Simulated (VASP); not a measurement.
Here is a VASP 6.6.1 calculation.

File INCAR:

```
PREC = Accurate
ENCUT = 520
EDIFF = 1E-7
ISMEAR = 0
SIGMA = 0.02
LREAL = F
LASPH = T
NELM = 80
ALGO = Normal
ISIF = 2
LWAVE = F
LCHARG = F
GGA = PE
NBANDS = 16
```

The input KPOINTS:

```
regular mesh
0
Gamma
  12 12 6
```

File POSCAR:

```
BN
1.0
    2.5539396017      0.0000000000      0.0000000000
   -1.2769698009      2.2117765748      0.0000000000
    0.0000000000      0.0000000000      4.2268550000
N B
2 2
Direct
    0.3333333333      0.6666666667      0.1252760000
    0.6666666667      0.3333333333      0.6252760000
    0.3333333333      0.6666666667      0.4997240000
    0.6666666667      0.3333333333      0.9997240000
```

Potentials or basis: VASP PAW PBE potentials, release 64 (N, B).

Run with:

```sh
$ cat potpaw_PBE.64/N/POTCAR potpaw_PBE.64/B/POTCAR > POTCAR
$ mpirun -np 1 vasp_std > vasp.out
```

What does it give for the band gap on the k mesh?

5.20 eV, indirect (least direct gap 8.23 eV).

Predict the largest force.

0.014 eV/Å.

Estimate the pressure.

0.2 GPa.

Stress tensor (GPa, compression positive):
```
 0.45  0.00  0.00
 0.00  0.45  0.00
 0.00  0.00 -0.32
```

A k mesh can miss the band edges. As with any semilocal functional, this PBE gap is likely too small.
